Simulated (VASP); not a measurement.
Set up this calculation in VASP 6.6.1, as the native input.

| Quantity | Value |
| --- | --- |
| Task | single point |
| Functional | r2SCAN |
| Potentials or basis | VASP PAW PBE potentials, release 64 (Ga_d, N, Sr_sv, Li_sv) |
| Cutoff | 520 eV |
| k mesh | 4 × 5 × 2, shifted |
| Occupations | fermi-dirac, width 0.0122 eV |
| Spin | no spin polarisation |
| Dipole correction | no |
| Further INCAR settings | ALGO = Normal; EDIFF = 1e-06; NBANDS = 50 |

SrLi2Ga2N7:

```
CELL_PARAMETERS angstrom
-0.02289 4.18972 0.09162
4.06331 -0.02289 0.00373
2.01163 1.87234 -9.54742
ATOMIC_POSITIONS crystal
Ga 0.38525 0.38765 0.23214
Ga 0.61886 0.61659 0.76680
N 0.28049 0.29043 0.43490
N 0.71569 0.71923 0.56655
N 0.61238 0.09330 0.79760
N 0.10208 0.60530 0.80260
N 0.39984 0.90212 0.19973
N 0.89556 0.38602 0.20485
N 0.49902 0.49679 0.99976
Sr 0.00337 0.99535 0.00254
Li 0.75094 0.25226 0.49900
Li 0.23682 0.74359 0.50170
```

The input as run:

POSCAR

```
SrLi2Ga2N7
1.0
   -0.0228891700      4.1897222700      0.0916203300
    4.0633144800     -0.0228891700      0.0037256000
    2.0116297200      1.8723364200     -9.5474216600
Ga N Sr Li
2 7 1 2
Direct
    0.3852490000      0.3876500000      0.2321440000
    0.6188610000      0.6165900000      0.7668010000
    0.2804910000      0.2904330000      0.4349050000
    0.7156930000      0.7192330000      0.5665530000
    0.6123770000      0.0932980000      0.7976030000
    0.1020820000      0.6052990000      0.8026030000
    0.3998370000      0.9021250000      0.1997280000
    0.8955570000      0.3860180000      0.2048470000
    0.4990230000      0.4967860000      0.9997620000
    0.0033750000      0.9953480000      0.0025430000
    0.7509440000      0.2522630000      0.4990020000
    0.2368190000      0.7435880000      0.5017050000
```

INCAR.step1

```
PREC = Accurate ; ENCUT = 520
ISMEAR = -5 ; SIGMA = 0.0122
LREAL = F ; LASPH = T
NELM = 100 ; NBANDS = 50
GGA = PE ; ALGO = Normal
EDIFF = 1E-4 ; LWAVE = T
LCHARG = F
```

INCAR.step2

```
PREC = Accurate ; ENCUT = 520
EDIFF = 1E-6 ; ISMEAR = -1
SIGMA = 0.0122 ; LREAL = F
LASPH = T ; NELM = 100
ALGO = Normal ; ISIF = 2
LWAVE = F ; LCHARG = F
METAGGA = R2SCAN ; LMIXTAU = T
LORBIT = 11 ; NBANDS = 50
ISTART = 1
```

KPOINTS

```
Automatic mesh
0
Gamma
  4 5 2
  0 0.5 0.5
```

Potentials or basis: VASP PAW PBE potentials, release 64 (Ga_d, N, Sr_sv, Li_sv).

Run with:

```bash
$ cat potpaw_PBE.64/Ga_d/POTCAR potpaw_PBE.64/N/POTCAR potpaw_PBE.64/Sr_sv/POTCAR potpaw_PBE.64/Li_sv/POTCAR > POTCAR
$ cp INCAR.step1 INCAR
$ mpirun -np 1 vasp_std > vasp.out
$ cp INCAR.step2 INCAR
$ mpirun -np 1 vasp_std > vasp.out
```

It gave:

* Largest force: 0.602 eV/Å
* Band gap on the k mesh: zero (an odd number of electrons rules out a gap without spin polarisation)
* Valence electrons inside the program's atomic spheres: Ga 11.61, 11.62; N 3.51, 3.52, 3.48, 3.46, 3.43 (each value once); Sr 8.06; Li 2.03

Caveat: the k points lie up to 0.38 Å⁻¹ apart, too coarse for converged energies and pressures of a metal; the PAW data sets were made with another functional, which shifts forces and pressure a little; an odd number of electrons without spin polarisation forces a metal; a magnetic or distorted state may lie lower.

Run time: 14 min on 1 thread of Intel(R) Xeon(R) Platinum 8259CL CPU @ 2.50GHz (Skylake/Cascade Lake), with other jobs on the host, peak memory 0.38 GiB.
